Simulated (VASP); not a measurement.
# SiS2 (Ibam) in VASP: notebook

The runs below take SiS2 through single point, with PBE, r2SCAN.

All numbers are computed with VASP 6.6.1; they aren't measurements. Logs are shortened: lines on timing, memory, paths and dates and some standing lists are left out, and cuts for length are marked.

## (1) The cell of the first run

The structure is orthorhombic, space group Ibam (No. 72). Conventional cell: a = 5.487 Å, b = 9.636 Å, c = 5.222 Å, α = 90.00°, β = 90.00°, γ = 90.00°. Si (site symmetry 222) has 4 S at 2.11 Å and 2 Si at 2.61 Å within 2.8 Å. Within 2.8 Å of S (site symmetry m) lie 2 Si at 2.11 Å.

## (2) Single point, PBE (uniaxial z strain -5.5%)

INCAR

```
SYSTEM = SiS2
  PREC = Accurate
  ENCUT = 500
  EDIFF = 1E-6
  ISMEAR = -1
  SIGMA = 0.02
  LREAL = .FALSE.
  LASPH = .TRUE.
  NELM = 120
  ALGO = Normal
  ISIF = 2
  LWAVE = .FALSE.
  LCHARG = .TRUE.
  GGA = PE
  LELF = .TRUE.
  LVHAR = .TRUE.
  NBANDS = 25
  GGA_COMPAT = .FALSE.
```

KPOINTS

```
Automatic mesh
0
G
  6 6 6
  0 0 0
```

POSCAR

```
SiS2
1.0
   -2.7433908125      4.8180676592      2.6108649309
    2.7433908125     -4.8180676592      2.6108649309
    2.7433908125      4.8180676592     -2.6108649309
Si S
2 4
Direct
    0.7500000000      0.7500000000      0.0000000000
    0.2500000000      0.2500000000      0.0000000000
    0.1206809273      0.2168550175      0.3375359448
    0.8793190727      0.7831449825      0.6624640552
    0.6206809273      0.2831449825      0.9038259097
    0.3793190727      0.7168550175      0.0961740903
```

Potentials or basis: VASP PAW PBE potentials, release 64 (Si, S).

Launch:

```console
cat potpaw_PBE.64/Si/POTCAR potpaw_PBE.64/S/POTCAR > POTCAR
mpirun -np 1 vasp_std > vasp.out
```

OUTCAR:

```text
SYSTEM = SiS2
   PREC = Accurate
   ENCUT = 500
   EDIFF = 1E-6
   ISMEAR = -1
   LREAL = .FALSE.
   LASPH = .TRUE.
   NELM = 120
   ISIF = 2
   GGA = PE

 ion  position               nearest neighbor table
   1  0.750  0.750  0.000-   5 2.11   4 2.11   3 2.11   6 2.11   2 2.61   2 2.61
   2  0.250  0.250  0.000-   6 2.11   4 2.11   3 2.11   5 2.11   1 2.61   1 2.61
   3  0.121  0.217  0.338-   1 2.11   2 2.11
   4  0.879  0.783  0.662-   1 2.11   2 2.11
   5  0.621  0.283  0.904-   1 2.11   2 2.11
   6  0.379  0.717  0.096-   2 2.11   1 2.11

  LATTYP: Found a body centered orthorhombic cell.
 ALAT       =     5.2217298618
 B/A-ratio  =     1.0507593786
 C/A-ratio  =     1.8453913882

  Lattice vectors:

 A1 = (   2.7433908125,   4.8180676592,  -2.6108649309)
 A2 = (  -2.7433908125,   4.8180676592,   2.6108649309)
 A3 = (   2.7433908125,  -4.8180676592,   2.6108649309)

Analysis of symmetry for initial positions (statically):
=====================================================================
 Subroutine PRICEL returns:
 Original cell was already a primitive cell.

 Routine SETGRP: Setting up the symmetry group for a
 body centered orthorhombic supercell.

 Subroutine GETGRP returns: Found  8 space group operations
 (whereof  4 operations were pure point group operations)
 out of a pool of  8 trial point group operations.

The static configuration has the point symmetry C_2h.
 The point group associated with its full space group is D_2h.

Analysis of symmetry for dynamics (positions and initial velocities):
=====================================================================
 Subroutine PRICEL returns:
 Original cell was already a primitive cell.

 Routine SETGRP: Setting up the symmetry group for a
 body centered orthorhombic supercell.

 Subroutine GETGRP returns: Found  8 space group operations
 (whereof  4 operations were pure point group operations)
 out of a pool of  8 trial point group operations.

The dynamic configuration has the point symmetry C_2h.
 The point group associated with its full space group is D_2h.

 Subroutine INISYM returns: Found  8 space group operations
 (whereof  4 operations are pure point group operations),
 and found     1 'primitive' translations

----------------------------------------------------------------------------------------

[... 101 lines left out ...]
   LREAL  =      F    real-space projection
   EDIFFG = 0.1E-04   stopping-criterion for IOM
   NSW    =      0    number of steps for IOM
   IBRION =     -1    ionic relax: 0-MD 1-quasi-New 2-CG
   NFREE  =      0    steps in history (QN), initial steepest desc. (CG)
   ISIF   =      2    stress and relaxation
   ISYM   =      2    0-nonsym 1-usesym 2-fastsym
   POTIM  = 0.5000    time-step for ionic-motion
   TEBEG  =    0.0;   TEEND  =   0.0 temperature during run
   PSTRESS=    0.0 pullay stress
   NELECT =      32.0000    total number of electrons
   NUPDOWN=      -1.0000    fix difference up-down
   EMIN   =  10.00;   EMAX   =-10.00  energy-range for DOS
   EFERMI =   0.00;   METHOD = LEGACY
   ISMEAR =    -1;   SIGMA  =   0.02  broadening in eV -4-tet -1-fermi 0-gaus
   EFERMI_NEDOS =   21; number of points for ismear=-14 and -15
   IALGO  =     38    algorithm
   IMIX   =      4    mixing-type and parameters
     AMIX     =   0.40;   BMIX     =  1.00
     AMIX_MAG =   1.60;   BMIX_MAG =  1.00
  volume/ion in A,a.u.               =      23.01       155.26
  Fermi-wavevector in a.u.,A,eV,Ry     =   1.005672  1.900445 13.760617  1.011377
  Thomas-Fermi vector in A             =   2.138367
   LORBIT       =      0    0 simple, 1 ext, 2 COOP (PROOUT), +10 PAW based schemes
   GGA     = PE    functional components
   LHFCALC =     F    Hartree Fock is set to
   AEXX    =    0.0000 exact exchange contribution
   IVDW    =     0    specifies the selected vdW correction
   LEPSILON=     F    determine dielectric tensor
   LRPA    =     F    only Hartree local field effects (RPA)
 non-spin polarized calculation
  energy-cutoff  :      500.00
  volume of cell :      138.04
 maximum number of plane-waves:      3520
 NGX is ok and might be reduce to    48
   NGX = 23   NGY = 23   NGZ = 23

 number of electron      32.0000001 magnetization

 Free energy of the ion-electron system (eV)
  ---------------------------------------------------
  ext. energy  EPLUGINS =         0.00000000
  ---------------------------------------------------
  free energy    TOTEN  =       -31.01731981 eV

  energy without entropy =      -31.01731981  energy(sigma->0) =      -31.01731981

 E-fermi :   3.1830     XC(G=0):  -8.5643

 val. band max:        2.7356782765   @ k =  -0.3333   0.3333   0.1667
 cond. band min:       5.4535345703   @ k =   0.5000  -0.3333   0.3333
 fundamental gap:      2.7178562938
 Fermi energy:         3.1829527448

 k-point     1 :       0.0000    0.0000    0.0000
  band No.  band energies     occupation
      1     -12.2119      2.00000
      2      -9.7935      2.00000
      3      -9.3796      2.00000
      4      -9.2488      2.00000
      5      -4.5751      2.00000
      6      -3.6919      2.00000
[... 661 lines left out ...]
     24       8.5886      0.00000
     25      11.0176      0.00000

 [... further k-points ...]

------------------------ aborting loop because EDIFF is reached ----------------------------------------

  FORCE on cell =-STRESS in cart. coord.  units (eV):
  Direction    XX          YY          ZZ          XY          YZ          ZX
  --------------------------------------------------------------------------------------
  -------------------------------------------------------------------------------------
  Total        2.0553235      2.3329803      8.5783295      0.0000000      0.0000000      0.0000000
  in kB       23.8553504     27.0780057     99.5653754      0.0000000      0.0000000      0.0000000
  external PRESSURE =      50.1662438 kB  Pullay stress =       0.0000000 kB

 VOLUME and BASIS-vectors are now :
 -----------------------------------------------------------------------------
  energy-cutoff  :      500.00
  volume of cell :      138.04
      direct lattice vectors                 reciprocal lattice vectors
    -2.743390812  4.818067659  2.610864931     0.000000000  0.103776044  0.191507417
     2.743390812 -4.818067659  2.610864931     0.182256206  0.000000000  0.191507417
     2.743390812  4.818067659 -2.610864931     0.182256206  0.103776044  0.000000000

 POSITION                                       TOTAL-FORCE (eV/Angst)
 -----------------------------------------------------------------------------------
      0.00000      0.00000      3.91630         0.000000      0.000000     -0.000000
      0.00000      0.00000      1.30543         0.000000      0.000000     -0.000000
      1.18984      1.16290      0.00000         0.135567      0.133959     -0.000000
      1.55355      3.65517      2.61086        -0.135567     -0.133959      0.000000
      1.55355      5.98097      0.00000        -0.135567      0.133959      0.000000
      1.18984     -1.16290      2.61086         0.135567     -0.133959     -0.000000
 -----------------------------------------------------------------------------------
    total drift:                               -0.000000     -0.000000     -0.000000

  FREE ENERGIE OF THE ION-ELECTRON SYSTEM (eV)
  ---------------------------------------------------
  free  energy   TOTEN  =       -31.0173198054 eV

  energy  without entropy=      -31.0173198054  energy(sigma->0) =      -31.01731981
```

OSZICAR:

```text
N       E                     dE             d eps       ncg     rms          rms(c)
DAV:   1     0.146418150843E+03    0.14642E+03   -0.12769E+04  2300   0.104E+03
DAV:   2    -0.203264471127E+02   -0.16674E+03   -0.15659E+03  3116   0.187E+02
DAV:   3    -0.318697699069E+02   -0.11543E+02   -0.11437E+02  3109   0.521E+01
DAV:   4    -0.320792837672E+02   -0.20951E+00   -0.20921E+00  2799   0.857E+00
DAV:   5    -0.320850117062E+02   -0.57279E-02   -0.57255E-02  3092   0.139E+00    0.196E+01
DAV:   6    -0.311521121912E+02    0.93290E+00   -0.13506E+00  2502   0.506E+00    0.110E+01
DAV:   7    -0.310207279630E+02    0.13138E+00   -0.11791E+00  2816   0.466E+00    0.342E+00
DAV:   8    -0.310193139262E+02    0.14140E-02   -0.10598E-01  2709   0.163E+00    0.112E+00
DAV:   9    -0.310173296762E+02    0.19843E-02   -0.71011E-03  3056   0.403E-01    0.685E-01
DAV:  10    -0.310173086414E+02    0.21035E-04   -0.26624E-03  2786   0.250E-01    0.179E-01
DAV:  11    -0.310172920213E+02    0.16620E-04   -0.14132E-04  2904   0.625E-02    0.668E-02
DAV:  12    -0.310173086195E+02   -0.16598E-04   -0.20416E-05  2877   0.226E-02    0.427E-02
DAV:  13    -0.310173193733E+02   -0.10754E-04   -0.14971E-05  2496   0.199E-02    0.117E-02
DAV:  14    -0.310173198054E+02   -0.43211E-06   -0.37619E-07  2190   0.347E-03
   1 F= -.31017320E+02 E0= -.31017320E+02  d E =-.577099E-11
```

Wall time 5.8 min (1 thread of Intel Xeon 8259CL, shared host); peak memory 0.37 GiB.

What came out:

```
Free energy            : -31.0173 eV
Pressure               : 5.0 GPa
Largest force          : 0.191 eV/Å
Band gap on the k mesh : 2.72 eV (least direct gap 2.98 eV)
```

Forces in eV/Å, atoms in the order of the input:
```
Si   0.000  0.000  0.000
Si   0.000  0.000  0.000
S    0.136  0.134  0.000
S   -0.136 -0.134  0.000
S   -0.136  0.134  0.000
S    0.136 -0.134  0.000
```

Caveat: the cell differs from its parent crystal (uniaxial z strain -5.5%); the cell stands under pressure.

(Part 1 of 2 ends here.)
